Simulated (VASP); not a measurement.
# C (P6_3/mmc) in VASP: notebook

The runs below take C through single point, relaxation of cell and atoms, with PBE.

All numbers are computed with VASP 6.6.1; they aren't measurements. Logs are shortened: lines on timing, memory, paths and dates and some standing lists are left out, and cuts for length are marked.

## (1) The cell of the first run

The structure is hexagonal, space group P6_3/mmc (No. 194). The conventional cell has a = 2.475 Å, b = 2.475 Å, c = 2.284 Å, α = 90.00°, β = 90.00°, γ = 120.00°. Within 2.4 Å of C (site symmetry -6m2) lie 8 C at 1.83 to 2.28 Å.

## (2) Single point, PBE

The input, INCAR:

```
SYSTEM = C
PREC     = Accurate       ! precision mode
ENCUT    = 520            ! plane-wave cutoff, eV
EDIFF    = 1E-7           ! SCF threshold, eV
ISMEAR   = -1             ! smearing method
SIGMA    = 0.1            ! smearing width, eV
LREAL    = .FALSE.        ! projectors in reciprocal space
LASPH    = .TRUE.         ! aspherical terms in the spheres
NELM     = 60             ! most SCF steps
ALGO     = Normal         ! electronic algorithm
ISIF     = 2              ! what is computed and relaxed
LWAVE    = .FALSE.        ! write WAVECAR
LCHARG   = .TRUE.         ! write CHGCAR
GGA      = PE             ! functional
LELF     = .TRUE.         ! ELF
LVHAR    = .TRUE.       
NBANDS   = 11             ! bands
```

The input, KPOINTS:

```
Automatic mesh
0
G
  12 12 7
  0 0 0
```

The input, POSCAR:

```
C
1.0
    2.4746776283      0.0000000000      0.0000000000
   -1.2373388142      2.1431336923      0.0000000000
    0.0000000000      0.0000000000      2.2841588599
C
2
Direct
    0.3333333333      0.6666666667      0.2500000000
    0.6666666667      0.3333333333      0.7500000000
```

Potentials or basis: VASP PAW PBE potentials, release 64 (C).

Started as:

```sh
cat potpaw_PBE.64/C/POTCAR > POTCAR
mpirun -np 1 vasp_std > vasp.out
```

OUTCAR:

```text
SYSTEM = C
   PREC = Accurate
   ENCUT = 520
   EDIFF = 1E-7
   ISMEAR = -1
   LREAL = .FALSE.
   LASPH = .TRUE.
   NELM = 60
   ISIF = 2
   GGA = PE

 ion  position               nearest neighbor table
   1  0.333  0.667  0.250-   2 1.83   2 1.83   2 1.83   2 1.83   2 1.83   2 1.83
   2  0.667  0.333  0.750-   1 1.83   1 1.83   1 1.83   1 1.83   1 1.83   1 1.83

  LATTYP: Found a hexagonal cell.
 ALAT       =     2.4746776283
 C/A-ratio  =     0.9230126921

  Lattice vectors:

 A1 = (   2.4746776283,   0.0000000000,   0.0000000000)
 A2 = (  -1.2373388142,   2.1431336923,   0.0000000000)
 A3 = (   0.0000000000,   0.0000000000,   2.2841588599)

Analysis of symmetry for initial positions (statically):
=====================================================================
 Subroutine PRICEL returns:
 Original cell was already a primitive cell.

 Routine SETGRP: Setting up the symmetry group for a
 hexagonal supercell.

 Subroutine GETGRP returns: Found 24 space group operations
 (whereof 12 operations were pure point group operations)
 out of a pool of 24 trial point group operations.

The static configuration has the point symmetry D_3d.
 The point group associated with its full space group is D_6h.

Analysis of symmetry for dynamics (positions and initial velocities):
=====================================================================
 Subroutine PRICEL returns:
 Original cell was already a primitive cell.

 Routine SETGRP: Setting up the symmetry group for a
 hexagonal supercell.

 Subroutine GETGRP returns: Found 24 space group operations
 (whereof 12 operations were pure point group operations)
 out of a pool of 24 trial point group operations.

The dynamic configuration has the point symmetry D_3d.
 The point group associated with its full space group is D_6h.

 Subroutine INISYM returns: Found 24 space group operations
 (whereof 12 operations are pure point group operations),
 and found     1 'primitive' translations

----------------------------------------------------------------------------------------

                                     Primitive cell

  volume of cell :      12.1142

  direct lattice vectors                    reciprocal lattice vectors
     2.474677628  0.000000000  0.000000000     0.404093038  0.233303224  0.000000000
    -1.237338814  2.143133692  0.000000000     0.000000000  0.466606448  0.000000000
[... 90 lines left out ...]
   NFREE  =      0    steps in history (QN), initial steepest desc. (CG)
   ISIF   =      2    stress and relaxation
   ISYM   =      2    0-nonsym 1-usesym 2-fastsym
   POTIM  = 0.5000    time-step for ionic-motion
   TEBEG  =    0.0;   TEEND  =   0.0 temperature during run
   PSTRESS=    0.0 pullay stress
   NELECT =       8.0000    total number of electrons
   NUPDOWN=      -1.0000    fix difference up-down
   EMIN   =  10.00;   EMAX   =-10.00  energy-range for DOS
   EFERMI =   0.00;   METHOD = LEGACY
   ISMEAR =    -1;   SIGMA  =   0.10  broadening in eV -4-tet -1-fermi 0-gaus
   EFERMI_NEDOS =   21; number of points for ismear=-14 and -15
   IALGO  =     38    algorithm
   IMIX   =      4    mixing-type and parameters
     AMIX     =   0.40;   BMIX     =  1.00
     AMIX_MAG =   1.60;   BMIX_MAG =  1.00
  volume/ion in A,a.u.               =       6.06        40.88
  Fermi-wavevector in a.u.,A,eV,Ry     =   1.425630  2.694050 27.652757  2.032420
  Thomas-Fermi vector in A             =   2.545993
   LORBIT       =      0    0 simple, 1 ext, 2 COOP (PROOUT), +10 PAW based schemes
   GGA     = PE    functional components
   LHFCALC =     F    Hartree Fock is set to
   AEXX    =    0.0000 exact exchange contribution
   IVDW    =     0    specifies the selected vdW correction
   LEPSILON=     F    determine dielectric tensor
   LRPA    =     F    only Hartree local field effects (RPA)
 non-spin polarized calculation
  energy-cutoff  :      520.00
  volume of cell :       12.11
 maximum number of plane-waves:       336
   NGX =  9   NGY =  9   NGZ =  9

 number of electron       7.9999999 magnetization

 Free energy of the ion-electron system (eV)
  ---------------------------------------------------
  ext. energy  EPLUGINS =         0.00000000
  ---------------------------------------------------
  free energy    TOTEN  =       -11.90419429 eV

  energy without entropy =      -11.88402746  energy(sigma->0) =      -11.89411087

 E-fermi :   9.3642     XC(G=0): -13.4083

 val. band max:        9.3532646571   @ k =   0.1667   0.0000   0.2857
 cond. band min:       9.3682362610   @ k =   0.2500   0.0833   0.0000
 fundamental gap:      0.0149716039
 Fermi energy:         9.3641585050

 k-point     1 :       0.0000    0.0000    0.0000
  band No.  band energies     occupation
      1     -11.4205      2.00000
      2       7.3367      2.00000
      3       8.8478      1.98862
      4       8.8478      1.98862
      5      14.5900      0.00000
      6      15.6378      0.00000
      7      15.6378      0.00000
      8      21.9756      0.00000
      9      22.7166      0.00000
     10      28.6817      0.00000
     11      36.3728      0.00000
[... 309 lines left out ...]
 k-point    24 :       0.3333   -0.0000    0.1429
  band No.  band energies     occupation
      1      -8.0374      2.00000
      2       0.6020      2.00000
      3       6.3611      2.00000
      4       7.2577      2.00000
      5      13.8674      0.00000
      6      15.4981      0.00000
      7      18.7733      0.00000
      8      19.4628      0.00000
      9      26.5552      0.00000
     10      32.3205      0.00000
     11      37.1372      0.00000

 [... further k-points ...]

------------------------ aborting loop because EDIFF is reached ----------------------------------------

  FORCE on cell =-STRESS in cart. coord.  units (eV):
  Direction    XX          YY          ZZ          XY          YZ          ZX
  --------------------------------------------------------------------------------------
  -------------------------------------------------------------------------------------
  Total        0.0214010      0.0214010      0.0286647     -0.0000000     -0.0000000      0.0000000
  in kB        2.8304235      2.8304235      3.7910811     -0.0000000     -0.0000000      0.0000000
  external PRESSURE =       3.1506427 kB  Pullay stress =       0.0000000 kB

 VOLUME and BASIS-vectors are now :
 -----------------------------------------------------------------------------
  energy-cutoff  :      520.00
  volume of cell :       12.11
      direct lattice vectors                 reciprocal lattice vectors
     2.474677628  0.000000000  0.000000000     0.404093038  0.233303224  0.000000000
    -1.237338814  2.143133692  0.000000000     0.000000000  0.466606448  0.000000000
     0.000000000  0.000000000  2.284158860     0.000000000  0.000000000  0.437797921

 POSITION                                       TOTAL-FORCE (eV/Angst)
 -----------------------------------------------------------------------------------
     -0.00000      1.42876      0.57104         0.000000     -0.000000      0.000000
      1.23734      0.71438      1.71312        -0.000000      0.000000      0.000000
 -----------------------------------------------------------------------------------
    total drift:                                0.000000     -0.000000      0.000000

  FREE ENERGIE OF THE ION-ELECTRON SYSTEM (eV)
  ---------------------------------------------------
  free  energy   TOTEN  =       -11.9041942902 eV

  energy  without entropy=      -11.8840274557  energy(sigma->0) =      -11.89411087
```

stdout:

```text
POSCAR found type information on POSCAR C
 POSCAR found :  1 types and       2 ions
 scaLAPACK will be used
 LDA part: xc-table for (Slater+PW92), standard interpolation
 POSCAR, INCAR and KPOINTS ok, starting setup
 FFT: planning ... GRIDC
 FFT: planning ... GRID_SOFT
 FFT: planning ... GRID
 WAVECAR not read
 entering main loop
```

Run time: 4.7 s. Hardware: 1 thread of Intel Xeon 6975P-C, shared host; peak memory 0.12 GiB.

What came out:

```
Free energy            : -11.9042 eV
Pressure               : 0.3 GPa
Band gap on the k mesh : zero (band 4 reaches 13.45 eV, above the bottom of band 5 at 4.72 eV)
```

Stress tensor (GPa, compression positive):
```
0.28 0.00 0.00
0.00 0.28 0.00
0.00 0.00 0.38
```

Caveat: the k points lie up to 0.39 Å⁻¹ apart.

## (3) Single point, PBE

This run uses another cell than the first one, of 5.95 Å³/atom, 0.982 times its volume.

The input, INCAR:

```
  PREC = Accurate
  ENCUT = 520
  EDIFF = 1E-7
  ISMEAR = -1
  SIGMA = 0.1
  LREAL = F
  LASPH = T
  NELM = 100
  ALGO = Normal
  ISIF = 2
  LWAVE = F
  LCHARG = F
  GGA = PE
  NBANDS = 11
```

The input, KPOINTS:

```
Automatic mesh
0
Gamma
  12 12 7
```

The input, POSCAR:

```
C
1.0
    2.4573262649      0.0000000000      0.0000000000
   -1.2286631324      2.1281069708      0.0000000000
    0.0000000000      0.0000000000      2.2753926311
C
2
Direct
    0.3333333333      0.6666666667      0.2500000000
    0.6666666667      0.3333333333      0.7500000000
```

Potentials or basis: VASP PAW PBE potentials, release 64 (C).

Started as:

```sh
cat potpaw_PBE.64/C/POTCAR > POTCAR
mpirun -np 1 vasp_std > vasp.out
```

It took 5 s on 1 thread of Intel Xeon 6975P-C, shared host; peak memory 0.12 GiB.

It converged, with:

- Free energy: -11.9003 eV
- Pressure: 5.3 GPa
- Band gap on the k mesh: zero (band 4 reaches 13.72 eV, above the bottom of band 5 at 4.86 eV)

Levels at points of the mesh, in eV from the Fermi level:
```tsv
k point	band 1	band 2	band 3	band 4	band 5	band 6	band 7	band 8	band 9
(0.00, 0.00, 0.00)	-21.03	-2.14	-0.49	-0.49	5.48	6.37	6.37	12.83	13.39
(0.50, 0.00, 0.00)	-15.25	-13.35	-4.18	2.04	4.11	6.11	9.43	11.36	14.43
```

Caveat: the k points lie up to 0.39 Å⁻¹ apart.

## (4) Single point, PBE

This run uses another cell than the first one, of 5.85 Å³/atom, 0.966 times its volume.

The input, INCAR:

```
SYSTEM = C
  PREC = Accurate
  ENCUT = 520
  EDIFF = 1E-6
  ISMEAR = -1
  SIGMA = 0.1
  LREAL = .FALSE.
  LASPH = .TRUE.
  NELM = 80
  ALGO = Normal
  ISIF = 2
  LWAVE = .FALSE.
  LCHARG = .FALSE.
  GGA = PE
  NBANDS = 11
```

The input, KPOINTS:

```
regular mesh
0
G
  12 12 7
  0 0 0
```

The input, POSCAR:

```
C
1.0
    2.4421527667      0.0000000000      0.0000000000
   -1.2210763834      2.1149663359      0.0000000000
    0.0000000000      0.0000000000      2.2661248477
C
2
Direct
    0.3333333333      0.6666666667      0.2500000000
    0.6666666667      0.3333333333      0.7500000000
```

Potentials or basis: VASP PAW PBE potentials, release 64 (C).

Started as:

```sh
cat potpaw_PBE.64/C/POTCAR > POTCAR
mpirun -np 1 vasp_std > vasp.out
```

OUTCAR:

```text
SYSTEM = C
   PREC = Accurate
   ENCUT = 520
   EDIFF = 1E-6
   ISMEAR = -1
   LREAL = .FALSE.
   LASPH = .TRUE.
   NELM = 80
   ISIF = 2
   GGA = PE

 ion  position               nearest neighbor table
   1  0.333  0.667  0.250-   2 1.81   2 1.81   2 1.81   2 1.81   2 1.81   2 1.81
   2  0.667  0.333  0.750-   1 1.81   1 1.81   1 1.81   1 1.81   1 1.81   1 1.81

  LATTYP: Found a hexagonal cell.
 ALAT       =     2.4421527667
 C/A-ratio  =     0.9279210042

  Lattice vectors:

 A1 = (   2.4421527667,   0.0000000000,   0.0000000000)
 A2 = (  -1.2210763834,   2.1149663359,   0.0000000000)
 A3 = (   0.0000000000,   0.0000000000,   2.2661248477)

Analysis of symmetry for initial positions (statically):
=====================================================================
 Subroutine PRICEL returns:
 Original cell was already a primitive cell.

 Routine SETGRP: Setting up the symmetry group for a
 hexagonal supercell.

 Subroutine GETGRP returns: Found 24 space group operations
 (whereof 12 operations were pure point group operations)
 out of a pool of 24 trial point group operations.

The static configuration has the point symmetry D_3d.
 The point group associated with its full space group is D_6h.

Analysis of symmetry for dynamics (positions and initial velocities):
=====================================================================
 Subroutine PRICEL returns:
 Original cell was already a primitive cell.

 Routine SETGRP: Setting up the symmetry group for a
 hexagonal supercell.

 Subroutine GETGRP returns: Found 24 space group operations
 (whereof 12 operations were pure point group operations)
 out of a pool of 24 trial point group operations.

The dynamic configuration has the point symmetry D_3d.
 The point group associated with its full space group is D_6h.

 Subroutine INISYM returns: Found 24 space group operations
 (whereof 12 operations are pure point group operations),
 and found     1 'primitive' translations

----------------------------------------------------------------------------------------

                                     Primitive cell
[... 114 lines left out ...]
  Thomas-Fermi vector in A             =   2.560627
   LORBIT       =      0    0 simple, 1 ext, 2 COOP (PROOUT), +10 PAW based schemes
   GGA     = PE    functional components
   LHFCALC =     F    Hartree Fock is set to
   AEXX    =    0.0000 exact exchange contribution
   IVDW    =     0    specifies the selected vdW correction
   LEPSILON=     F    determine dielectric tensor
   LRPA    =     F    only Hartree local field effects (RPA)
 non-spin polarized calculation
  energy-cutoff  :      520.00
  volume of cell :       11.70
 maximum number of plane-waves:       332
   NGX =  9   NGY =  9   NGZ =  9

 number of electron       8.0000000 magnetization

 Free energy of the ion-electron system (eV)
  ---------------------------------------------------
  ext. energy  EPLUGINS =         0.00000000
  ---------------------------------------------------
  free energy    TOTEN  =       -11.89068288 eV

  energy without entropy =      -11.87236503  energy(sigma->0) =      -11.88152395

 E-fermi :   9.8656     XC(G=0): -13.5820

 val. band max:        9.8260250240   @ k =   0.0000   0.0000   0.1429
 cond. band min:       9.8777502455   @ k =   0.1667   0.0000   0.2857
 fundamental gap:      0.0517252215
 Fermi energy:         9.8655695800

 k-point     1 :       0.0000    0.0000    0.0000
  band No.  band energies     occupation
      1     -11.3979      2.00000
      2       7.6293      2.00000
      3       9.3891      1.98309
      4       9.3891      1.98309
      5      15.5827      0.00000
      6      16.3210      0.00000
      7      16.3210      0.00000
      8      22.9098      0.00000
      9      23.2965      0.00000
     10      29.5728      0.00000
     11      37.3695      0.00000
[... 309 lines left out ...]
 k-point    24 :       0.3333    0.0000    0.1429
  band No.  band energies     occupation
      1      -7.9252      2.00000
      2       0.9238      2.00000
      3       6.7927      2.00000
      4       7.6330      2.00000
      5      14.6045      0.00000
      6      16.1819      0.00000
      7      19.5627      0.00000
      8      20.2536      0.00000
      9      27.3112      0.00000
     10      33.2645      0.00000
     11      38.0607      0.00000

 [... further k-points ...]
[... 5 lines left out ...]
  --------------------------------------------------------------------------------------
  -------------------------------------------------------------------------------------
  Total        0.7536670      0.7536670      0.7595096     -0.0000000     -0.0000000      0.0000000
  in kB      103.1644245    103.1644245    103.9641825     -0.0000000     -0.0000000      0.0000000
  external PRESSURE =     103.4310105 kB  Pullay stress =       0.0000000 kB

 VOLUME and BASIS-vectors are now :
 -----------------------------------------------------------------------------
  energy-cutoff  :      520.00
  volume of cell :       11.70
      direct lattice vectors                 reciprocal lattice vectors
     2.442152767  0.000000000  0.000000000     0.409474794  0.236410382  0.000000000
    -1.221076383  2.114966336  0.000000000     0.000000000  0.472820765  0.000000000
     0.000000000  0.000000000  2.266124848     0.000000000  0.000000000  0.441281954

 POSITION                                       TOTAL-FORCE (eV/Angst)
 -----------------------------------------------------------------------------------
     -0.00000      1.40998      0.56653         0.000000     -0.000000      0.000000
      1.22108      0.70499      1.69959        -0.000000      0.000000      0.000000
 -----------------------------------------------------------------------------------
    total drift:                                0.000000     -0.000000      0.000000

  FREE ENERGIE OF THE ION-ELECTRON SYSTEM (eV)
  ---------------------------------------------------
  free  energy   TOTEN  =       -11.8906828752 eV

  energy  without entropy=      -11.8723650295  energy(sigma->0) =      -11.88152395
```

OSZICAR:

```text
N       E                     dE             d eps       ncg     rms          rms(c)
DAV:   1     0.498784685480E+01    0.49878E+01   -0.44796E+03  1736   0.687E+02
DAV:   2    -0.116088083851E+02   -0.16597E+02   -0.15867E+02  2177   0.114E+02
DAV:   3    -0.119266822308E+02   -0.31787E+00   -0.31608E+00  1999   0.123E+01
DAV:   4    -0.119271225101E+02   -0.44028E-03   -0.44027E-03  1842   0.562E-01
DAV:   5    -0.119271229451E+02   -0.43494E-06   -0.43539E-06  1963   0.162E-02    0.253E+00
DAV:   6    -0.118982650585E+02    0.28858E-01   -0.17332E-02  1816   0.933E-01    0.155E+00
DAV:   7    -0.118905318527E+02    0.77332E-02   -0.26866E-02  1852   0.119E+00    0.185E-01
DAV:   8    -0.118906799860E+02   -0.14813E-03   -0.69914E-04  1813   0.207E-01    0.246E-02
DAV:   9    -0.118906816061E+02   -0.16201E-05   -0.14749E-05  1951   0.292E-02    0.971E-03
DAV:  10    -0.118906828827E+02   -0.12766E-05   -0.14216E-06  1818   0.102E-02    0.712E-04
DAV:  11    -0.118906828752E+02    0.75238E-08   -0.91130E-09   908   0.835E-04
   1 F= -.11890683E+02 E0= -.11881524E+02  d E =-.183178E-01
```

stdout:

```text
POSCAR found type information on POSCAR C
 POSCAR found :  1 types and       2 ions
 scaLAPACK will be used
 LDA part: xc-table for (Slater+PW92), standard interpolation
 POSCAR, INCAR and KPOINTS ok, starting setup
 FFT: planning ... GRIDC
 FFT: planning ... GRID_SOFT
 FFT: planning ... GRID
 WAVECAR not read
 entering main loop
```

Run time: 4.2 s. Hardware: 1 thread of Intel Xeon 6975P-C, shared host; peak memory 0.12 GiB.

Results:

- Free energy: -11.8907 eV
- Pressure: 10.3 GPa
- Band gap on the k mesh: zero (band 4 reaches 13.98 eV, above the bottom of band 5 at 4.98 eV)

Stress tensor (GPa, compression positive):
```
10.32  0.00  0.00
 0.00 10.32  0.00
 0.00  0.00 10.40
```

Levels at points of the mesh, in eV from the Fermi level:
```
           k point  band 1  band 2  band 3  band 4  band 5  band 6  band 7  band 8
(0.00, 0.00, 0.00)  -21.26   -2.24   -0.48   -0.48    5.72    6.46    6.46   13.04
(0.50, 0.00, 0.00)  -15.38  -13.52   -4.24    2.03    4.25    6.16    9.55   11.53
```

Caveat: the k points lie up to 0.40 Å⁻¹ apart.

## (5) Single point, PBE

This run uses another cell than the first one, of 6.24 Å³/atom, 1.030 times its volume.

The input, INCAR:

```
PREC = Accurate
ENCUT = 520
EDIFF = 1E-6
ISMEAR = -1
SIGMA = 0.1
LREAL = F
LASPH = T
NELM = 80
ALGO = Normal
ISIF = 2
LWAVE = F
LCHARG = T
GGA = PE
LELF = T
LVHAR = T
NBANDS = 11
```

The input, KPOINTS:

```
regular mesh
0
Gamma
  12 12 7
```

The input, POSCAR:

```
C
1.0
    2.1123199304      0.0000000000      0.0000000000
   -1.0561599652      1.8293227207      0.0000000000
    0.0000000000      0.0000000000      3.2302357018
C
2
Direct
    0.3333333333      0.6666666667      0.2500000000
    0.6666666667      0.3333333333      0.7500000000
```

Started as:

```sh
cat potpaw_PBE.64/C/POTCAR > POTCAR
mpirun -np 1 vasp_std > vasp.out
```

Run time: 3.8 s. Hardware: 1 thread of Intel Xeon 6975P-C, shared host; peak memory 0.12 GiB.

Results (log left out):

* Free energy: -9.4236 eV
* Pressure: 20.2 GPa
* Band gap on the k mesh: zero (band 4 reaches 16.45 eV, above the bottom of band 5 at 4.38 eV)

Levels at points of the mesh, in eV from the Fermi level:
| k point | band 2 | band 3 | band 4 | band 5 | band 6 | band 7 |
| --- | --- | --- | --- | --- | --- | --- |
| (0.00, 0.00, 0.00) | -9.79 | -8.42 | 6.20 | 6.20 | 8.73 | 8.73 |
| (0.50, 0.00, 0.00) | -11.32 | -2.51 | -1.57 | -0.68 | 1.58 | 1.95 |

[end of part 1 of 2]
